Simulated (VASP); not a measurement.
# ZnCu (R3m) in VASP: single point with PBEsol

Aim: the single point of ZnCu with PBEsol.

Program: VASP 6.6.1. These are calculated values, not measurements. Logs are shortened: lines on timing, memory, paths and dates and some standing lists are left out, and cuts for length are marked.

## 1. The cell of the first run

Symmetry: R3m, No. 160, trigonal system. Conventional cell: a = 3.765 Å, b = 3.765 Å, c = 5.530 Å, α = 90.00°, β = 90.00°, γ = 120.00°. Zn (site symmetry 3m) has 7 Cu at 2.25 to 2.51 Å and 6 Zn at 2.85 Å within 3.0 Å. Within 3.0 Å of Cu (site symmetry 3m) lie 7 Zn at 2.25 to 2.51 Å and 6 Cu at 2.85 Å.

## 2. Single point, PBEsol (strained and its atoms moved)

The input, INCAR:

```
PREC = Accurate
ENCUT = 520
EDIFF = 1E-7
ISMEAR = 0
SIGMA = 0.1
LREAL = False
LASPH = True
NELM = 60
ALGO = Fast
ISIF = 2
LWAVE = False
LCHARG = False
GGA = PS
NBANDS = 18
```

The input, KPOINTS:

```
regular mesh
0
Gamma
  15 15 15
```

The input, POSCAR:

```
ZnCu
1.0
    2.8393039500     -0.1767000000     -0.1767000000
   -0.1767000000      2.8393039500      0.1767000000
   -0.1767000000      0.1767000000      2.8393039500
Zn Cu
1 1
Direct
    0.4705933649      0.5294066351      0.5294066351
    0.0294066351     -0.0294066351     -0.0294066351
```

Potentials or basis: VASP PAW PBE potentials, release 64 (Zn, Cu).

Run with:

```sh
$ cat potpaw_PBE.64/Zn/POTCAR potpaw_PBE.64/Cu/POTCAR > POTCAR
$ mpirun -np 1 vasp_std > vasp.out
```

OUTCAR:

```text
PREC = Accurate
   ENCUT = 520
   EDIFF = 1E-7
   ISMEAR = 0
   LREAL = False
   LASPH = True
   NELM = 60
   ISIF = 2
   GGA = PS

 ion  position               nearest neighbor table
   1  0.471  0.529  0.529-   2 2.25   2 2.25   2 2.25   2 2.44   2 2.51   2 2.51   2 2.51
   2  0.029  0.971  0.971-   1 2.25   1 2.25   1 2.25   1 2.44   1 2.51   1 2.51   1 2.51

  LATTYP: Found a trigonal (rhomboedric) cell.
 ALAT       =     2.8502794074
 COS(alpha) =     0.1273536559

  Lattice vectors:

 A1 = (  -0.1767000000,   2.8393039500,   0.1767000000)
 A2 = (  -2.8393039500,   0.1767000000,   0.1767000000)
 A3 = (  -0.1767000000,   0.1767000000,   2.8393039500)

Analysis of symmetry for initial positions (statically):
=====================================================================
 Subroutine PRICEL returns:
 Original cell was already a primitive cell.

 Routine SETGRP: Setting up the symmetry group for a
 trigonal (rhombohedral) supercell.

 Subroutine GETGRP returns: Found  6 space group operations
 (whereof  6 operations were pure point group operations)
 out of a pool of 12 trial point group operations.

The static configuration has the point symmetry C_3v.

Analysis of symmetry for dynamics (positions and initial velocities):
=====================================================================
 Subroutine PRICEL returns:
 Original cell was already a primitive cell.

 Routine SETGRP: Setting up the symmetry group for a
 trigonal (rhombohedral) supercell.

 Subroutine GETGRP returns: Found  6 space group operations
 (whereof  6 operations were pure point group operations)
 out of a pool of 12 trial point group operations.

The dynamic configuration has the point symmetry C_3v.

 Subroutine INISYM returns: Found  6 space group operations
 (whereof  6 operations are pure point group operations),
 and found     1 'primitive' translations

----------------------------------------------------------------------------------------

                                     Primitive cell

  volume of cell :      22.6345

  direct lattice vectors                    reciprocal lattice vectors
     2.839303950 -0.176700000 -0.176700000     0.354786172  0.020786019  0.020786019
    -0.176700000  2.839303950  0.176700000     0.020786019  0.354786172 -0.020786019
    -0.176700000  0.176700000  2.839303950     0.020786019 -0.020786019  0.354786172

  length of vectors
     2.850279407  2.850279407  2.850279407     0.356001889  0.356001889  0.356001889

  position of ions in fractional coordinates (direct lattice)
     0.470593365  0.529406635  0.529406635
     0.029406635  0.970593365  0.970593365

  ion indices of the primitive-cell ions
   primitive index   ion index
                 1           1
                 2           2

----------------------------------------------------------------------------------------

 KPOINTS: regular mesh

Automatic generation of k-mesh.
 Grid dimensions read from file:
 generate k-points for:   15   15   15

 Generating k-lattice:

  Cartesian coordinates                     Fractional coordinates (reciprocal lattice)
     0.023652411  0.001385735  0.001385735     0.066666667 -0.000000000 -0.000000000
     0.001385735  0.023652411 -0.001385735    -0.000000000  0.066666667  0.000000000
     0.001385735 -0.001385735  0.023652411    -0.000000000  0.000000000  0.066666667

  Length of vectors
     0.023733459  0.023733459  0.023733459

  Shift w.r.t. Gamma in fractional coordinates (k-lattice)
     0.000000000  0.000000000  0.000000000

 Subroutine IBZKPT returns following result:
 ===========================================

 Found    344 irreducible k-points:

 Following reciprocal coordinates:
            Coordinates               Weight
  0.000000  0.000000  0.000000      1.000000
  0.066667 -0.000000 -0.000000      6.000000
  0.133333 -0.000000 -0.000000      6.000000
  0.200000 -0.000000 -0.000000      6.000000
  0.266667 -0.000000 -0.000000      6.000000
  0.333333 -0.000000 -0.000000      6.000000
[... 16 lines left out ...]
  0.133333  0.133333  0.000000      6.000000
  0.200000  0.133333 -0.000000     12.000000
 [... further k-points ...]
   k-points           NKPTS =    344   k-points in BZ     NKDIM =    344   number of bands    NBANDS=     18
   number of dos      NEDOS =    301   number of ions     NIONS =      2
   total plane-waves  NPLWV =  13824
   dimension x,y,z NGX =    24 NGY =   24 NGZ =   24
   dimension x,y,z NGXF=    48 NGYF=   48 NGZF=   48
   ions per type =               1   1
   NGX,Y,Z   is equivalent  to a cutoff of  14.00, 14.00, 14.00 a.u.
   NGXF,Y,Z  is equivalent  to a cutoff of  28.00, 28.00, 28.00 a.u.
 SYSTEM =  unknown system
   PREC   = accura    normal or accurate (medium, high low for compatibility)
   ISTART =      0    job   : 0-new  1-cont  2-samecut
   ICHARG =      2    charge: 1-file 2-atom 10-const
   ISPIN  =      1    spin polarized calculation?
   LNONCOLLINEAR =      F non collinear calculations
   LSORBIT =      F    spin-orbit coupling
   LASPH  =      T    aspherical Exc in radial PAW
   ENCUT  =  520.0 eV  38.22 Ry    6.18 a.u.   5.30  5.30  5.30*2*pi/ulx,y,z
   NELM   =     60;   NELMIN=  2; NELMDL= -5     # of ELM steps
   EDIFF  = 0.1E-06   stopping-criterion for ELM
   LREAL  =      F    real-space projection
   EDIFFG = 0.1E-05   stopping-criterion for IOM
   NSW    =      0    number of steps for IOM
   IBRION =     -1    ionic relax: 0-MD 1-quasi-New 2-CG
   NFREE  =      0    steps in history (QN), initial steepest desc. (CG)
   ISIF   =      2    stress and relaxation
   ISYM   =      2    0-nonsym 1-usesym 2-fastsym
   POTIM  = 0.5000    time-step for ionic-motion
   TEBEG  =    0.0;   TEEND  =   0.0 temperature during run
   PSTRESS=    0.0 pullay stress
   NELECT =      23.0000    total number of electrons
   NUPDOWN=      -1.0000    fix difference up-down
   EMIN   =  10.00;   EMAX   =-10.00  energy-range for DOS
   EFERMI =   0.00;   METHOD = LEGACY
   ISMEAR =     0;   SIGMA  =   0.10  broadening in eV -4-tet -1-fermi 0-gaus
   EFERMI_NEDOS =   21; number of points for ismear=-14 and -15
   IALGO  =     68    algorithm
   IMIX   =      4    mixing-type and parameters
     AMIX     =   0.40;   BMIX     =  1.00
     AMIX_MAG =   1.60;   BMIX_MAG =  1.00
  volume/ion in A,a.u.               =      11.32        76.37
  Fermi-wavevector in a.u.,A,eV,Ry     =   1.645862  3.110229 36.856317  2.708863
  Thomas-Fermi vector in A             =   2.735588
   LORBIT       =      0    0 simple, 1 ext, 2 COOP (PROOUT), +10 PAW based schemes
   GGA     = PS    functional components
   LHFCALC =     F    Hartree Fock is set to
   AEXX    =    0.0000 exact exchange contribution
   IVDW    =     0    specifies the selected vdW correction
   LEPSILON=     F    determine dielectric tensor
   LRPA    =     F    only Hartree local field effects (RPA)
 non-spin polarized calculation
 RMM-DIIS sequential band-by-band and
 Gauss-broadening in eV      SIGMA  =   0.10
  energy-cutoff  :      520.00
  volume of cell :       22.63
 maximum number of plane-waves:       622
 NGX is ok and might be reduce to    24
   NGX = 11   NGY = 11   NGZ = 11

 number of electron      22.9999979 magnetization

 Free energy of the ion-electron system (eV)
  ---------------------------------------------------
  ext. energy  EPLUGINS =         0.00000000
  ---------------------------------------------------
  free energy    TOTEN  =        -5.50170147 eV

  energy without entropy =       -5.49916320  energy(sigma->0) =       -5.50043233

 E-fermi :   6.6188     XC(G=0): -13.2309

 val. band max:        6.6163742463   @ k =  -0.4667   0.4667   0.4667
 cond. band min:       6.6222203505   @ k =   0.1333   0.3333   0.1333
 fundamental gap:      0.0058461042
 Fermi energy:         6.6187720204

 k-point     1 :       0.0000    0.0000    0.0000
  band No.  band energies     occupation
      1      -4.7588      2.00000
      2      -1.7530      2.00000
      3      -1.7530      2.00000
      4      -0.9895      2.00000
      5      -0.9895      2.00000
      6      -0.7515      2.00000
[... 10 lines left out ...]
     17      20.7473      0.00000
     18      28.6814      0.00000

 k-point     2 :       0.0667   -0.0000   -0.0000
  band No.  band energies     occupation
      1      -4.6698      2.00000
      2      -1.7434      2.00000
      3      -1.7329      2.00000
      4      -0.9949      2.00000
      5      -0.9874      2.00000
      6      -0.7593      2.00000
[... 10 lines left out ...]
     17      21.1838      0.00000
     18      27.7221      0.00000

 k-point     3 :       0.1333   -0.0000   -0.0000
  band No.  band energies     occupation
      1      -4.4055      2.00000
      2      -1.7162      2.00000
      3      -1.6750      2.00000
      4      -1.0103      2.00000
      5      -0.9823      2.00000
      6      -0.7803      2.00000
[... 10 lines left out ...]
     17      22.7988      0.00000
     18      26.1311      0.00000

 k-point     4 :       0.2000   -0.0000   -0.0000
  band No.  band energies     occupation
      1      -3.9755      2.00000
      2      -1.6757      2.00000
      3      -1.5846      2.00000
      4      -1.0339      2.00000
      5      -0.9770      2.00000
      6      -0.8066      2.00000
[... 375 lines left out ...]
      4      -1.0008      2.00000
      5      -0.9971      2.00000
      6      -0.7676      2.00000
[... 10 lines left out ...]
     17      21.2776      0.00000
     18      26.3848      0.00000

 k-point    23 :       0.1333    0.1333    0.0000
  band No.  band energies     occupation
      1      -3.9789      2.00000
      2      -1.6414      2.00000
      3      -1.6350      2.00000
      4      -1.0180      2.00000
      5      -0.9594      2.00000
      6      -0.8178      2.00000
[... 10 lines left out ...]
     17      23.8838      0.00000
     18      26.0843      0.00000

 k-point    24 :       0.2000    0.1333   -0.0000
  band No.  band energies     occupation
      1      -3.5258      2.00000
      2      -1.5982      2.00000
      3      -1.5497      2.00000
      4      -1.0312      2.00000
      5      -0.9575      2.00000
      6      -0.8525      2.00000
[... 10 lines left out ...]
     17      24.2119      0.00000
     18      25.8312      0.00000

 [... further k-points ...]

------------------------ aborting loop because EDIFF is reached ----------------------------------------

  FORCE on cell =-STRESS in cart. coord.  units (eV):
  Direction    XX          YY          ZZ          XY          YZ          ZX
  --------------------------------------------------------------------------------------
  -------------------------------------------------------------------------------------
  Total        3.5517137      3.5517137      3.5517137      1.3599120     -1.3599120      1.3599120
  in kB      251.4066397    251.4066397    251.4066397     96.2608291    -96.2608291     96.2608291
  external PRESSURE =     251.4066397 kB  Pullay stress =       0.0000000 kB

 VOLUME and BASIS-vectors are now :
 -----------------------------------------------------------------------------
  energy-cutoff  :      520.00
  volume of cell :       22.63
      direct lattice vectors                 reciprocal lattice vectors
     2.839303950 -0.176700000 -0.176700000     0.354786172  0.020786019  0.020786019
    -0.176700000  2.839303950  0.176700000     0.020786019  0.354786172 -0.020786019
    -0.176700000  0.176700000  2.839303950     0.020786019 -0.020786019  0.354786172

 POSITION                                       TOTAL-FORCE (eV/Angst)
 -----------------------------------------------------------------------------------
      1.14907      1.51354      1.51354         0.737829     -0.737829     -0.737829
     -0.25951      2.92212      2.92212        -0.737829      0.737829      0.737829
 -----------------------------------------------------------------------------------
    total drift:                                0.000667     -0.000666     -0.000666

  FREE ENERGIE OF THE ION-ELECTRON SYSTEM (eV)
  ---------------------------------------------------
  free  energy   TOTEN  =        -5.5017014699 eV

  energy  without entropy=       -5.4991631963  energy(sigma->0) =       -5.50043233
```

Run time: 55 s. Hardware: 1 thread of Intel Xeon 6975P-C (Granite Rapids), shared host; peak memory 0.25 GiB.

What came out:

| Property | Result |
| --- | --- |
| Free energy | -5.5017 eV |
| Pressure | 25.1 GPa |
| Largest force | 1.278 eV/Å |

Forces in eV/Å, atoms in the order of the input:
```
Zn   0.738 -0.738 -0.738
Cu  -0.738  0.738  0.738
```

Caveat: the cell differs from its parent crystal (strained and its atoms moved); the PAW data sets were made with another functional, which shifts forces and pressure a little.
